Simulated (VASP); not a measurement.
Set up this calculation in VASP 6.6.1, as the native input.

```
Task                   : single point
Functional             : PBE
Potentials or basis    : VASP PAW PBE potentials, release 64 (Mg, Al, C, N)
Cutoff                 : 520 eV
k mesh                 : 4 × 4 × 4
Occupations            : gaussian, width 0.1 eV
Spin                   : no spin polarisation
Dipole correction      : no
Further INCAR settings : ALGO = Normal; EDIFF = 1e-06; NBANDS = 42
```

The structure of MgAlC6N6 lies in POSCAR:

```
MgAlC6N6
1.0
    0.0000000000      5.1200000000      5.1200000000
    5.1200000000      0.0000000000      5.1200000000
    5.1200000000      5.1200000000      0.0000000000
Mg Al C N
1 1 6 6
Direct
    0.5000000000      0.5000000000      0.5000000000
    0.0000000000      0.0000000000      0.0000000000
    0.8168945300      0.1831054700      0.1831054700
    0.1831054700      0.8168945300      0.1831054700
    0.1831054700      0.1831054700      0.8168945300
    0.1831054700      0.8168945300      0.8168945300
    0.8168945300      0.1831054700      0.8168945300
    0.8168945300      0.8168945300      0.1831054700
    0.7026367200      0.2973632800      0.2973632800
    0.2973632800      0.7026367200      0.2973632800
    0.2973632800      0.2973632800      0.7026367200
    0.2973632800      0.7026367200      0.7026367200
    0.7026367200      0.2973632800      0.7026367200
    0.7026367200      0.7026367200      0.2973632800
```

These files were run (other wordings do the same):

INCAR

```
PREC = Accurate ; ENCUT = 520
EDIFF = 1E-6 ; ISMEAR = 0
SIGMA = 0.1 ; LREAL = False
LASPH = True ; NELM = 60
ALGO = Normal ; ISIF = 2
LWAVE = False ; LCHARG = True
GGA = PE ; LELF = True
LVHAR = True ; NBANDS = 42
```

KPOINTS

```
Automatic mesh
0
Gamma
  4 4 4
```

Potentials or basis: VASP PAW PBE potentials, release 64 (Mg, Al, C, N).

Command:

```sh
$ cat potpaw_PBE.64/Mg/POTCAR potpaw_PBE.64/Al/POTCAR potpaw_PBE.64/C/POTCAR potpaw_PBE.64/N/POTCAR > POTCAR
$ mpirun -np 1 vasp_std > vasp.out
```

Results of the run:

The pressure is 8.7 GPa. The largest force is 3.275 eV/Å.

Caveat: forces of over 1 eV/Å act on the atoms, so gaps and moduli don't describe the material at rest.

Run time: 2.1 min on 1 thread of Intel(R) Xeon(R) Platinum 8259CL CPU @ 2.50GHz (Skylake/Cascade Lake), with other jobs on the host, peak memory 0.45 GiB.
